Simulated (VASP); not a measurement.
# CuO: relaxation of shape and atoms at fixed volume with PBEsol

The system is CuO.

```
Cu O
1.0
     2.09255   -2.09706    0.00000
     2.09255    2.09706    0.00000
     0.00000    0.00000    5.15146
Cu O
2 2
Cartesian
  1.0463 1.0485 0.0000
  1.0463 -1.0485 2.5757
  2.0925 0.0000 1.2879
  2.0925 0.0000 3.8636
```

- Program: VASP 6.6.1
- Task: relaxation of shape and atoms at fixed volume
- Functional: PBEsol
- Potentials or basis: VASP PAW PBE potentials, release 64 (Cu, O)
- Cutoff: 600 eV
- k mesh: 14 × 14 × 8
- Occupations: gaussian, width 0.1 eV
- Spin: no spin polarisation
- Dipole correction: no
- Further INCAR settings: ALGO = Normal; EDIFF = 1e-07; IBRION = 2; EDIFFG = -0.01; NSW = 50; ISIF = 4

```json
{"Energy gained by relaxing": "0.3 meV/atom", "Ionic steps": "3", "Pressure after relaxing": "-7.5 GPa", "Band gap on the k mesh": "zero (bands 17 and 18 overlap by 1.23 eV)"}
```

The path:
```csv
step,energy change (eV),largest force (eV/Å),pressure (GPa),volume (Å³)
1,0.0000,0.0000,-7.82,45.21
2,-0.0009,0.0000,-7.68,45.21
3,-0.0012,0.0000,-7.53,45.21
```

Final structure:
```cif
data_structure
_symmetry_space_group_name_H-M 'P 1'
_symmetry_Int_Tables_number 1
_cell_length_a 2.9711
_cell_length_b 2.9711
_cell_length_c 5.1218
_cell_angle_alpha 90.000
_cell_angle_beta 90.000
_cell_angle_gamma 90.106
_cell_volume 45.21
loop_
_atom_site_label
_atom_site_type_symbol
_atom_site_fract_x
_atom_site_fract_y
_atom_site_fract_z
_atom_site_occupancy
Cu1 Cu 0.00000 0.50000 0.00000 1
Cu2 Cu 0.50000 0.00000 0.50000 1
O1 O 0.50000 0.50000 0.25000 1
O2 O 0.50000 0.50000 0.75000 1
```

Levels at points of the mesh, in eV from the Fermi level:
| k point | band 13 | band 14 | band 15 | band 16 | band 17 | band 18 | band 19 | band 20 | band 21 |
| --- | --- | --- | --- | --- | --- | --- | --- | --- | --- |
| (0.00, 0.00, 0.00) | -2.34 | -2.29 | -2.24 | -1.81 | 0.67 | 0.67 | 1.29 | 5.91 | 7.21 |
| (0.50, 0.00, 0.00) | -2.26 | -1.84 | -1.55 | -1.48 | 0.21 | 0.47 | 3.73 | 5.70 | 6.24 |
| (0.50, 0.50, 0.00) | -2.33 | -2.33 | -1.63 | -1.20 | -1.19 | 1.09 | 2.01 | 7.18 | 9.62 |
| (0.00, 0.00, 0.50) | -2.20 | -2.20 | -1.54 | -1.54 | 0.10 | 0.10 | 3.34 | 3.34 | 11.55 |
| (0.50, 0.00, 0.50) | -2.33 | -2.29 | -1.99 | -1.80 | -0.20 | 0.67 | 4.27 | 5.76 | 8.04 |
| (0.50, 0.50, 0.50) | -1.84 | -1.84 | -1.41 | -1.41 | -0.56 | -0.56 | 3.90 | 3.90 | 10.20 |

Run time: 5.7 min on 1 thread of AMD EPYC 9R45 96-Core Processor (Zen 5), on a shared host, peak memory 0.37 GiB.

Caveat: the PAW data sets were made with another functional, which shifts forces and pressure a little; semilocal functionals often make such compounds metallic where correlation or magnetic order opens a gap, which also shifts bond lengths. With open d or f shells a metallic result of PBEsol can be an artefact of self-interaction; +U or a hybrid may open a gap.
